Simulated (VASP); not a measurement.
Write the native input for VASP 6.6.1 that does the following.

* Task: single point
* Functional: r2SCAN
* Potentials or basis: VASP PAW PBE potentials, release 64 (Sc_sv)
* Cutoff: 520 eV
* k mesh: 10 × 10 × 6
* Occupations: methfessel-paxton, width 0.15 eV
* Spin: no spin polarisation
* Dipole correction: no
* Further INCAR settings: ALGO = Normal; EDIFF = 1e-06; NBANDS = 18

Crystal: Sc.

```
Sc
1.0
     3.32952    0.00000    0.00000
    -1.66476    2.88345    0.00000
     0.00000    0.00000    5.18396
Sc
2
Direct
  0.33333 0.66667 0.25000
  0.66667 0.33333 0.75000
```

These files were run (other wordings do the same):

POSCAR

```
Sc
1.0
    3.3295160172      0.0000000000      0.0000000000
   -1.6647580086      2.8834454532      0.0000000000
    0.0000000000      0.0000000000      5.1839598280
Sc
2
Direct
    0.3333333333      0.6666666667      0.2500000000
    0.6666666667      0.3333333333      0.7500000000
```

INCAR.step1

```
SYSTEM = Sc
PREC = Accurate ; ENCUT = 520
ISMEAR = 1 ; SIGMA = 0.15
LREAL = .False. ; LASPH = .True.
NELM = 80 ; NBANDS = 18
GGA = PE ; ALGO = Normal
EDIFF = 1E-4 ; LWAVE = .True.
LCHARG = .False.
```

INCAR.step2

```
SYSTEM = Sc
PREC = Accurate ; ENCUT = 520
EDIFF = 1E-6 ; ISMEAR = 1
SIGMA = 0.15 ; LREAL = .False.
LASPH = .True. ; NELM = 80
ALGO = Normal ; ISIF = 2
LWAVE = .False. ; LCHARG = .True.
METAGGA = R2SCAN ; LMIXTAU = .True.
LELF = .True. ; LVHAR = .True.
NBANDS = 18 ; ISTART = 1
```

KPOINTS

```
regular mesh
0
Gamma
  10 10 6
  0 0 0
```

Potentials or basis: VASP PAW PBE potentials, release 64 (Sc_sv).

Command:

```console
$ cat potpaw_PBE.64/Sc_sv/POTCAR > POTCAR
$ cp INCAR.step1 INCAR
$ mpirun -np 1 vasp_std > vasp.out
$ cp INCAR.step2 INCAR
$ mpirun -np 1 vasp_std > vasp.out
```

It gave:

| Quantity | Value |
| --- | --- |
| Pressure | 0.2 GPa |
| Band gap on the k mesh | zero (band 11 reaches 4.76 eV, above the bottom of band 12 at 3.17 eV) |

Caveat: the PAW data sets were made with another functional, which shifts forces and pressure a little.

Wall time 2.7 min on 1 thread of Intel(R) Xeon(R) Platinum 8259CL CPU @ 2.50GHz (Skylake/Cascade Lake) (shared host), peak memory 0.2 GiB.
